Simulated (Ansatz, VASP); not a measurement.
Two plane-wave programs on SiC

```
CELL_PARAMETERS angstrom
0.00000 2.19067 2.19067
2.19067 0.00000 2.19067
2.19067 2.19067 0.00000
ATOMIC_POSITIONS crystal
C 0.75000 0.75000 0.75000
Si 0.50000 0.50000 0.50000
```

Alike in both runs: functional PBE; k mesh 8 × 8 × 8; occupations gaussian, width 0.1 eV; no spin polarisation.

Ansatz relaxed the structure, and its values are those at the end. VASP's run is a single point on that final structure, the one shown.

|  | VASP | Ansatz |
| --- | --- | --- |
| version | VASP 6.6.1 | Ansatz 0.2.0 |
| potentials or method | VASP PAW PBE potentials, release 64 (C, Si), cutoff 600 eV | scalar-relativistic, plane waves, PAW |
| valence electrons in the cell | 8 | 8 |

Ansatz gave:

* gap on the k mesh at the Fermi level (eV): 1.37
* least direct gap on the mesh (eV): 4.53
* pressure (GPa): -0.2

Question: Which values does VASP return?

Answer: gap on the k mesh at the Fermi level (eV): 1.37; least direct gap on the mesh (eV): 4.53; pressure (GPa): -0.4.

With one functional, cell and mesh, what is left measures potentials, basis and numerics.
